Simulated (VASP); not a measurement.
# Ag2HCl2 in VASP: single point with PBE+D3(BJ)

Aim: the single point of Ag2HCl2 with PBE+D3(BJ).

All numbers are computed with VASP 6.6.1; they aren't measurements. Logs are shortened: lines on timing, memory, paths and dates and some standing lists are left out, and cuts for length are marked.

**1. The cell of the first run**

The cell holds a slab with vacuum, 5 atoms: a = 3.897 Å, b = 3.897 Å, c = 20.148 Å, α = 90.00°, β = 90.00°, γ = 90.00°.

**2. Single point, PBE+D3(BJ), collinear spin**

Input file INCAR:

```
SYSTEM = Ag2HCl2
PREC = Accurate ; ENCUT = 470
EDIFF = 1E-6 ; ISMEAR = 0
SIGMA = 0.05 ; LREAL = .False.
LASPH = .True. ; NELM = 200
ALGO = Normal ; ISIF = 2
LWAVE = .False. ; LCHARG = .False.
ISPIN = 2 ; MAGMOM = 0 0 0 0 1
LORBIT = 11 ; LMAXMIX = 4
LDIPOL = .True. ; IDIPOL = 3
DIPOL = 0.5 0.5 0.307 ; GGA = PE
IVDW = 12 ; NBANDS = 38
GGA_COMPAT = .False. ; NELMDL = -8
```

Input file KPOINTS:

```
regular mesh
0
Gamma
  7 7 1
  0 0 0
```

Input file POSCAR:

```
Ag2HCl2
1.0
    3.8966246593      0.0000000000      0.0000000000
    0.0000000000      3.8966246593      0.0000000000
    0.0000000000      0.0000000000     20.1478735173
Ag Cl H
2 2 1
Direct
    0.0000000000      0.0000000000      0.1985321179
    0.5000000000      0.5000000000      0.3337564577
    0.5000000000      0.5000000000      0.1985321179
    0.0000000000      0.0000000000      0.3398807081
    0.0000000000      0.1250000000      0.4639632817
```

Potentials or basis: VASP PAW PBE potentials, release 64 (Ag_sv_GW, Cl, H).

Command:

```
cat potpaw_PBE.64/Ag_sv_GW/POTCAR potpaw_PBE.64/Cl/POTCAR potpaw_PBE.64/H/POTCAR > POTCAR
mpirun -np 1 vasp_std > vasp.out
```

OUTCAR:

```text
SYSTEM = Ag2HCl2
   PREC = Accurate
   ENCUT = 470
   EDIFF = 1E-6
   ISMEAR = 0
   LREAL = .False.
   LASPH = .True.
   NELM = 200
   ISIF = 2
   ISPIN = 2
   LORBIT = 11
   GGA = PE
   IVDW = 12
   NELMDL = -8
 IVDW          = 12

 ion  position               nearest neighbor table
   1  0.000  0.000  0.199-
   2  0.500  0.500  0.334-
   3  0.500  0.500  0.199-
   4  0.000  0.000  0.340-
   5  0.000  0.125  0.464-

  LATTYP: Found a simple tetragonal cell.
 ALAT       =     3.8966246593
 C/A-ratio  =     5.1705964210

  Lattice vectors:

 A1 = (   3.8966246593,   0.0000000000,   0.0000000000)
 A2 = (   0.0000000000,   3.8966246593,   0.0000000000)
 A3 = (   0.0000000000,   0.0000000000,  20.1478735173)

Analysis of symmetry for initial positions (statically):
=====================================================================
 Subroutine PRICEL returns:
 Original cell was already a primitive cell.

 Routine SETGRP: Setting up the symmetry group for a
 simple tetragonal supercell.

 Subroutine GETGRP returns: Found  2 space group operations
 (whereof  2 operations were pure point group operations)
 out of a pool of 16 trial point group operations.

The static configuration has the point symmetry C_1h.

Analysis of symmetry for dynamics (positions and initial velocities):
=====================================================================
 Subroutine PRICEL returns:
 Original cell was already a primitive cell.

 Routine SETGRP: Setting up the symmetry group for a
 simple tetragonal supercell.

 Subroutine GETGRP returns: Found  2 space group operations
 (whereof  2 operations were pure point group operations)
 out of a pool of 16 trial point group operations.

The dynamic configuration has the point symmetry C_1h.

Analysis of structural, dynamic, and magnetic symmetry:
=====================================================================
 Subroutine PRICEL returns:
 Original cell was already a primitive cell.

 Routine SETGRP: Setting up the symmetry group for a
 simple tetragonal supercell.
[... 130 lines left out ...]
   IVDW    =    12    specifies the selected vdW correction
   LEPSILON=     F    determine dielectric tensor
   LRPA    =     F    only Hartree local field effects (RPA)
 spin polarized calculation
 Gauss-broadening in eV      SIGMA  =   0.05
  energy-cutoff  :      470.00
  volume of cell :      305.92
 maximum number of plane-waves:      7100
   NGX = 13   NGY = 13   NGZ = 71

 number of electron      53.0000033 magnetization       1.0000003

 dipolmoment           0.000000      0.000000      0.071329 electrons x Angstroem

 Free energy of the ion-electron system (eV)
  ---------------------------------------------------
  ext. energy  EPLUGINS =         0.00000000
  ---------------------------------------------------
  free energy    TOTEN  =        -7.53767002 eV

  energy without entropy =       -7.53767002  energy(sigma->0) =       -7.53767002

 E-fermi :  -2.6672     XC(G=0):  -3.6324

 val. band max:       -3.0134288495   @ k =   0.0000   0.4286   0.0000
 cond. band min:      -1.9822198749   @ k =   0.0000   0.0000   0.0000
 fundamental gap:      1.0312089746
 Fermi energy:        -2.6671694684

 spin component 1

 k-point     1 :       0.0000    0.0000    0.0000
  band No.  band energies     occupation
      1     -92.9887      1.00000
      2     -92.7643      1.00000
      3     -56.5341      1.00000
      4     -56.5092      1.00000
      5     -56.5092      1.00000
      6     -56.3102      1.00000
[... 645 lines left out ...]
     37       5.7851      0.00000
     38       6.1354      0.00000
 Fermi energy:        -2.6671694684

 spin component 2

 k-point     1 :       0.0000    0.0000    0.0000
  band No.  band energies     occupation
      1     -92.9863      1.00000
      2     -92.7619      1.00000
      3     -56.5295      1.00000
      4     -56.5078      1.00000
      5     -56.5078      1.00000
      6     -56.3068      1.00000
[... 645 lines left out ...]
     37       6.0318      0.00000
     38       6.2089      0.00000

------------------------ aborting loop because EDIFF is reached ----------------------------------------

 vacuum level on the upper side and lower side of the slab       (xc-potential included)         0.414        -0.412

 Edisp (eV)   -0.91744

 E8    (eV) :    -0.3797

  FORCE on cell =-STRESS in cart. coord.  units (eV):
  Direction    XX          YY          ZZ          XY          YZ          ZX
  --------------------------------------------------------------------------------------
  -------------------------------------------------------------------------------------
  Total      -2.56407    -2.53876    -0.64421     0.00000     0.09483     0.00000
  in kB     -13.42872   -13.29615    -3.37391     0.00000     0.49663     0.00000
  external pressure =      -10.03 kB  Pullay stress =        0.00 kB

 VOLUME and BASIS-vectors are now :
 -----------------------------------------------------------------------------
  energy-cutoff  :      470.00
  volume of cell :      305.92
      direct lattice vectors                 reciprocal lattice vectors
     3.896624659  0.000000000  0.000000000     0.256632365  0.000000000  0.000000000
     0.000000000  3.896624659  0.000000000     0.000000000  0.256632365  0.000000000
     0.000000000  0.000000000 20.147873517     0.000000000  0.000000000  0.049633029

 POSITION                                       TOTAL-FORCE (eV/Angst)
 -----------------------------------------------------------------------------------
      0.00000      0.00000      4.00000         0.000000     -0.001303      0.261743
      1.94831      1.94831      6.72448         0.000000     -0.000402      0.042479
      1.94831      1.94831      4.00000         0.000000     -0.000906     -0.258421
      0.00000      0.00000      6.84787         0.000000     -0.032739     -0.131189
      0.00000      0.48708      9.34787         0.000000      0.035350      0.085388
 -----------------------------------------------------------------------------------
    total drift:                                0.000000     -0.000002     -0.000498

  FREE ENERGIE OF THE ION-ELECTRON SYSTEM (eV)
  ---------------------------------------------------
  free  energy   TOTEN  =        -8.4551113527 eV

  energy  without entropy=       -8.4551113527  energy(sigma->0) =       -8.45511135

 vacuum level on the upper side and lower side of the slab         2.999         2.147

 total charge

# of ion       s       p       d       f       tot
--------------------------------------------------
    1        2.077   6.022   8.687   0.003  16.790
    2        2.077   6.024   8.687   0.004  16.792
    3        1.600   3.473   0.000   0.000   5.073
    4        1.603   3.466   0.000   0.000   5.069
    5        0.383   0.001   0.000   0.000   0.384
--------------------------------------------------
tot          7.741  18.985  17.375   0.007  44.108

 magnetization (x)

# of ion       s       p       d       f       tot
--------------------------------------------------
    1        0.001   0.001   0.002   0.000   0.004
    2       -0.000  -0.000   0.003   0.000   0.002
    3        0.000   0.003   0.000   0.000   0.004
    4        0.005   0.031   0.000   0.000   0.036
    5        0.370   0.000   0.000   0.000   0.370
--------------------------------------------------
tot          0.376   0.035   0.005   0.000   0.416
```

Wall time 6.4 min (1 thread of AMD EPYC 9R45 (Zen 5), shared host); peak memory 0.54 GiB.

Results:

```
Free energy                                           : -8.4551 eV
Largest force                                         : 0.262 eV/Å
Band gap on the k mesh                                : 1.03 eV (least direct gap 2.12 eV)
Net moment                                            : 1.00 μB per cell
Site moments                                          : Ag +0.00; Cl +0.00, +0.04; H +0.37 μB
Valence electrons inside the program's atomic spheres : Ag 16.79; Cl 5.07; H 0.38
Dispersion energy per atom                            : -0.183 eV
```

Forces in eV/Å, atoms in the order of the input:
```
Ag   0.000 -0.001  0.262
Ag   0.000  0.000  0.042
Cl   0.000 -0.001 -0.258
Cl   0.000 -0.033 -0.131
H    0.000  0.035  0.085
```
